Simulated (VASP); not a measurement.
# Cd (Im-3m) in VASP: relaxation of cell and atoms with LDA

Aim: the relaxation of cell and atoms of Cd with LDA.

Program: VASP 6.6.1. These are calculated values, not measurements. Logs are shortened: lines on timing, memory, paths and dates and some standing lists are left out, and cuts for length are marked.

### 1 The cell of the first run

Symmetry: Im-3m, No. 229, cubic system. Conventional cell: a = 3.569 Å, b = 3.569 Å, c = 3.569 Å, α = 90.00°, β = 90.00°, γ = 90.00°. Cd (site symmetry m-3m) has 14 Cd at 3.09 to 3.57 Å within 4.1 Å.

This isn't the form of Cd at room conditions, which is hcp.

### 2 Relaxation of cell and atoms, LDA

INCAR reads:

```
PREC = Accurate
ENCUT = 630
EDIFF = 1E-7
ISMEAR = 1
SIGMA = 0.05
LREAL = F
LASPH = T
NELM = 120
ALGO = Normal
ISIF = 3
LWAVE = F
LCHARG = F
GGA = CA
IBRION = 2
NSW = 60
EDIFFG = -0.01
GGA_COMPAT = F
NELMIN = 4
```

KPOINTS reads:

```
regular mesh
0
Gamma
  9 9 9
```

POSCAR reads:

```
Cd
1.0
   -1.7843220000      1.7843220000      1.7843220000
    1.7843220000     -1.7843220000      1.7843220000
    1.7843220000      1.7843220000     -1.7843220000
Cd
1
Direct
    0.0000000000      0.0000000000      0.0000000000
```

Potentials or basis: VASP PAW LDA potentials, release 64 (Cd_sv_GW).

The run is started by

```
$ cat potpaw_LDA.64/Cd_sv_GW/POTCAR > POTCAR
$ mpirun -np 1 vasp_std > vasp.out
```

OUTCAR:

```text
PREC = Accurate
   ENCUT = 630
   EDIFF = 1E-7
   ISMEAR = 1
   LREAL = F
   LASPH = T
   NELM = 120
   ISIF = 3
   GGA = CA
   IBRION = 2
   NSW = 60
   EDIFFG = -0.01
   NELMIN = 4

 ion  position               nearest neighbor table
   1  0.000  0.000  0.000-

  LATTYP: Found a body centered cubic cell.
 ALAT       =     3.5686440000

  Lattice vectors:

 A1 = (  -1.7843220000,   1.7843220000,   1.7843220000)
 A2 = (   1.7843220000,  -1.7843220000,   1.7843220000)
 A3 = (   1.7843220000,   1.7843220000,  -1.7843220000)

Analysis of symmetry for initial positions (statically):
=====================================================================
 Subroutine PRICEL returns:
 Original cell was already a primitive cell.

 Routine SETGRP: Setting up the symmetry group for a
 body centered cubic supercell.

 Subroutine GETGRP returns: Found 48 space group operations
 (whereof 48 operations were pure point group operations)
 out of a pool of 48 trial point group operations.

The static configuration has the point symmetry O_h .

Analysis of symmetry for dynamics (positions and initial velocities):
=====================================================================
 Subroutine PRICEL returns:
 Original cell was already a primitive cell.

 Routine SETGRP: Setting up the symmetry group for a
 body centered cubic supercell.

 Subroutine GETGRP returns: Found 48 space group operations
 (whereof 48 operations were pure point group operations)
 out of a pool of 48 trial point group operations.

The dynamic configuration has the point symmetry O_h .

 Subroutine INISYM returns: Found 48 space group operations
 (whereof 48 operations are pure point group operations),
 and found     1 'primitive' translations

----------------------------------------------------------------------------------------

                                     Primitive cell

  volume of cell :      22.7237

  direct lattice vectors                    reciprocal lattice vectors
    -1.784322000  1.784322000  1.784322000     0.000000000  0.280218481  0.280218481
     1.784322000 -1.784322000  1.784322000     0.280218481  0.000000000  0.280218481
     1.784322000  1.784322000 -1.784322000     0.280218481  0.280218481  0.000000000

  length of vectors
     3.090536361  3.090536361  3.090536361     0.396288776  0.396288776  0.396288776

  position of ions in fractional coordinates (direct lattice)
     0.000000000  0.000000000  0.000000000

  ion indices of the primitive-cell ions
   primitive index   ion index
                 1           1

----------------------------------------------------------------------------------------

 KPOINTS: regular mesh

Automatic generation of k-mesh.
 Grid dimensions read from file:
 generate k-points for:    9    9    9

 Generating k-lattice:

  Cartesian coordinates                     Fractional coordinates (reciprocal lattice)
     0.000000000  0.031135387  0.031135387     0.111111111  0.000000000  0.000000000
     0.031135387  0.000000000  0.031135387     0.000000000  0.111111111  0.000000000
     0.031135387  0.031135387  0.000000000     0.000000000  0.000000000  0.111111111

  Length of vectors
     0.044032086  0.044032086  0.044032086

  Shift w.r.t. Gamma in fractional coordinates (k-lattice)
     0.000000000  0.000000000  0.000000000

 Subroutine IBZKPT returns following result:
 ===========================================

 Found     35 irreducible k-points:

 Following reciprocal coordinates:
            Coordinates               Weight
  0.000000  0.000000  0.000000      1.000000
  0.111111  0.000000  0.000000     12.000000
  0.222222  0.000000  0.000000     12.000000
  0.333333  0.000000  0.000000     12.000000
  0.444444  0.000000  0.000000     12.000000
  0.111111  0.111111  0.000000     24.000000
[... 16 lines left out ...]
 -0.333333  0.444444  0.111111     48.000000
 -0.444444 -0.444444  0.111111     24.000000
 [... further k-points ...]
   k-points           NKPTS =     35   k-points in BZ     NKDIM =     35   number of bands    NBANDS=     14
   number of dos      NEDOS =    301   number of ions     NIONS =      1
   total plane-waves  NPLWV =  21952
   dimension x,y,z NGX =    28 NGY =   28 NGZ =   28
   dimension x,y,z NGXF=    56 NGYF=   56 NGZF=   56
   ions per type =               1
   NGX,Y,Z   is equivalent  to a cutoff of  15.06, 15.06, 15.06 a.u.
   NGXF,Y,Z  is equivalent  to a cutoff of  30.12, 30.12, 30.12 a.u.
 SYSTEM =  unknown system
   PREC   = accura    normal or accurate (medium, high low for compatibility)
   ISTART =      0    job   : 0-new  1-cont  2-samecut
   ICHARG =      2    charge: 1-file 2-atom 10-const
   ISPIN  =      1    spin polarized calculation?
   LNONCOLLINEAR =      F non collinear calculations
   LSORBIT =      F    spin-orbit coupling
   LASPH  =      T    aspherical Exc in radial PAW
   ENCUT  =  630.0 eV  46.30 Ry    6.80 a.u.   6.33  6.33  6.33*2*pi/ulx,y,z
   NELM   =    120;   NELMIN=  4; NELMDL= -5     # of ELM steps
   EDIFF  = 0.1E-06   stopping-criterion for ELM
   LREAL  =      F    real-space projection
   EDIFFG = -.1E-01   stopping-criterion for IOM
   NSW    =     60    number of steps for IOM
   IBRION =      2    ionic relax: 0-MD 1-quasi-New 2-CG
   NFREE  =      1    steps in history (QN), initial steepest desc. (CG)
   ISIF   =      3    stress and relaxation
   ISYM   =      2    0-nonsym 1-usesym 2-fastsym
   POTIM  = 0.5000    time-step for ionic-motion
   TEBEG  =    0.0;   TEEND  =   0.0 temperature during run
   PSTRESS=    0.0 pullay stress
   NELECT =      20.0000    total number of electrons
   NUPDOWN=      -1.0000    fix difference up-down
   EMIN   =  10.00;   EMAX   =-10.00  energy-range for DOS
   EFERMI =   0.00;   METHOD = LEGACY
   ISMEAR =     1;   SIGMA  =   0.05  broadening in eV -4-tet -1-fermi 0-gaus
   EFERMI_NEDOS =   21; number of points for ismear=-14 and -15
   IALGO  =     38    algorithm
   IMIX   =      4    mixing-type and parameters
     AMIX     =   0.40;   BMIX     =  1.00
     AMIX_MAG =   1.60;   BMIX_MAG =  1.00
  volume/ion in A,a.u.               =      22.72       153.35
  Fermi-wavevector in a.u.,A,eV,Ry     =   1.568887  2.964766 33.489458  2.461406
  Thomas-Fermi vector in A             =   2.670851
   LORBIT       =      0    0 simple, 1 ext, 2 COOP (PROOUT), +10 PAW based schemes
   GGA     = CA    functional components
   LHFCALC =     F    Hartree Fock is set to
   AEXX    =    0.0000 exact exchange contribution
   IVDW    =     0    specifies the selected vdW correction
   LEPSILON=     F    determine dielectric tensor
   LRPA    =     F    only Hartree local field effects (RPA)
 conjugate gradient relaxation of ions
 non-spin polarized calculation
 Methfessel and Paxton  Order N= 1 SIGMA  =   0.05
  energy-cutoff  :      630.00
  volume of cell :       22.72
 maximum number of plane-waves:       832
 NGX is ok and might be reduce to    28
   NGX = 13   NGY = 13   NGZ = 13

--------------------------------------- Ionic step        1  -------------------------------------------

 number of electron      19.9999996 magnetization

 Free energy of the ion-electron system (eV)
  ---------------------------------------------------
  ext. energy  EPLUGINS =         0.00000000
  ---------------------------------------------------
  free energy    TOTEN  =        -1.40040961 eV

  energy without entropy =       -1.40032154  energy(sigma->0) =       -1.40038025

 E-fermi :   5.6095     XC(G=0): -11.3999

 val. band max:        5.5799737900   @ k =   0.3333   0.2222   0.1111
 cond. band min:       5.8021107505   @ k =   0.4444   0.0000   0.0000
 fundamental gap:      0.2221369605
 Fermi energy:         5.6094569788

 k-point     1 :       0.0000    0.0000    0.0000
  band No.  band energies     occupation
      1     -96.6511      2.00000
      2     -58.0033      2.00000
      3     -58.0033      2.00000
      4     -58.0033      2.00000
      5      -3.4576      2.00000
      6      -3.4576      2.00000
      7      -3.4576      2.00000
      8      -2.9464      2.00000
      9      -2.8441      2.00000
     10      -2.8441      2.00000
     11      20.3367      0.00000
     12      20.3367      0.00000
     13      20.3367      0.00000
     14      21.2534      0.00000

 k-point     2 :       0.1111    0.0000    0.0000
  band No.  band energies     occupation
      1     -96.6508      2.00000
      2     -58.0071      2.00000
      3     -58.0047      2.00000
      4     -58.0033      2.00000
      5      -3.4943      2.00000
      6      -3.4567      2.00000
      7      -3.3490      2.00000
      8      -2.8881      2.00000
      9      -2.8428      2.00000
     10      -2.5999      2.00000
[... 505 lines left out ...]
 POSITION                                       TOTAL-FORCE (eV/Angst)
 -----------------------------------------------------------------------------------
     -0.00000      0.00000      0.00000         0.000000      0.000000      0.000000
 -----------------------------------------------------------------------------------
    total drift:                               -0.000000     -0.000000     -0.000000

  FREE ENERGIE OF THE ION-ELECTRON SYSTEM (eV)
  ---------------------------------------------------
  free  energy   TOTEN  =        -1.4382092220 eV

  energy  without entropy=       -1.4383901977  energy(sigma->0) =       -1.43826955

--------------------------------------- Ionic step        5  -------------------------------------------

 number of electron      19.9999993 magnetization

 Free energy of the ion-electron system (eV)
  ---------------------------------------------------
  ext. energy  EPLUGINS =         0.00000000
  ---------------------------------------------------
  free energy    TOTEN  =        -1.43824580 eV

  energy without entropy =       -1.43837116  energy(sigma->0) =       -1.43828758

 E-fermi :   7.0506     XC(G=0): -12.0698

 val. band max:        7.0178134960   @ k =   0.3333   0.2222   0.1111
 cond. band min:       7.1264682255   @ k =   0.3333   0.2222   0.1111
 fundamental gap:      0.1086547295
 Fermi energy:         7.0506114941

 k-point     1 :       0.0000    0.0000    0.0000
  band No.  band energies     occupation
      1     -95.6278      2.00000
      2     -56.9685      2.00000
      3     -56.9685      2.00000
      4     -56.9685      2.00000
      5      -2.5502      2.00000
      6      -2.5375      2.00000
      7      -2.5375      2.00000
      8      -2.5375      2.00000
      9      -1.7611      2.00000
     10      -1.7611      2.00000
     11      21.9851      0.00000
     12      21.9851      0.00000
     13      21.9851      0.00000
     14      24.2490      0.00000

 k-point     2 :       0.1111    0.0000    0.0000
  band No.  band energies     occupation
      1     -95.6272      2.00000
      2     -56.9748      2.00000
      3     -56.9709      2.00000
      4     -56.9684      2.00000
      5      -2.5855      2.00000
      6      -2.5653      2.00000
      7      -2.4012      2.00000
      8      -2.1593      2.00000
      9      -1.8000      2.00000
     10      -1.7588      2.00000
[... 400 lines left out ...]
 POSITION                                       TOTAL-FORCE (eV/Angst)
 -----------------------------------------------------------------------------------
     -0.00000      0.00000      0.00000        -0.000000     -0.000000      0.000000
 -----------------------------------------------------------------------------------
    total drift:                               -0.000000     -0.000000     -0.000000

  FREE ENERGIE OF THE ION-ELECTRON SYSTEM (eV)
  ---------------------------------------------------
  free  energy   TOTEN  =        -1.4382457955 eV

  energy  without entropy=       -1.4383711634  energy(sigma->0) =       -1.43828758

 reached required accuracy - stopping structural energy minimisation
```

It took 27 s on 1 thread of Intel Xeon 6975P-C (Granite Rapids), shared host; peak memory 0.16 GiB.

What came out:

```
Free energy                           : -1.4382 eV
Relaxed volume                        : 20.20 Å³/atom
Relaxed cell                          : a = 2.971 Å, b = 2.971 Å, c = 2.971 Å, α = 109.47°, β = 109.47°, γ = 109.47°
Space group after relaxing (to 0.1 Å) : Im-3m (No. 229)
Energy gained by relaxing             : 37.8 meV/atom
Ionic steps                           : 5
Pressure after relaxing               : 0.0 GPa
Band gap on the k mesh                : zero (bands 10 and 11 overlap by 2.81 eV)
```

Step by step:
```csv
step,energy change (eV),largest force (eV/Å),pressure (GPa),volume (Å³)
1,0.0000,0.0000,-4.81,22.72
2,-0.0367,0.0000,-0.97,20.55
3,-0.0337,0.0000,2.32,19.62
4,-0.0378,0.0000,-0.20,20.26
5,-0.0378,0.0000,0.04,20.20
```

Final structure:
```yaml
crystal:
  lattice:
    - [-1.71557, 1.71557, 1.71557]
    - [1.71557, -1.71557, 1.71557]
    - [1.71557, 1.71557, -1.71557]
  atoms:
    - { symbol: Cd, position: [0.00000, 0.00000, 0.00000] }
```

The gap in the log of VASP goes by the Fermi energy; the results here count the filled bands.